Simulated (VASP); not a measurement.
Crystal: TaN.

```
CELL_PARAMETERS angstrom
0.00000 2.20079 2.17900
2.20079 0.00000 2.17900
2.20079 2.20079 0.00000
ATOMIC_POSITIONS crystal
Ta 0.50000 0.50000 0.50000
N 0.00000 0.00000 0.00000
```

This cell differs from its parent crystal: strain +0.0100 x Voigt [1, 1, 0, 0, 0, 0].

Base run:

| Property | Result |
| --- | --- |
| Program | VASP 6.6.1 |
| Functional | PBEsol |
| Potentials or basis | VASP PAW PBE potentials, release 64 (Ta_sv_GW, N) |
| Cutoff | 600 eV |
| k mesh | 18 × 18 × 18 |
| Occupations | gaussian, width 0.15 eV |
| Spin | no spin polarisation |

Its results: band gap on the k mesh zero (band 9 reaches 15.65 eV, above the bottom of band 10 at 11.57 eV); pressure -2.6 GPa.

Problem. The run is repeated on the same cell with these changes: potentials or basis from VASP PAW PBE potentials, release 64 (Ta_sv_GW, N) to VASP PAW PBE potentials, release 64 (Ta_pv, N); cutoff from 600 eV to 520 eV; further incar settings from ALGO = Normal; EDIFF = 1e-06; NBANDS = 16 to ALGO = Normal; EDIFF = 1e-06; NBANDS = 15; valence electrons from 18 to 16. What comes out?

Solution. Band gap on the k mesh zero (band 8 reaches 11.35 eV, above the bottom of band 9 at 7.27 eV); pressure -1.7 GPa.

Caveats: the PAW data sets were made with another functional, which shifts forces and pressure a little; spin-orbit coupling is left out, which moves the levels of the heavy elements.
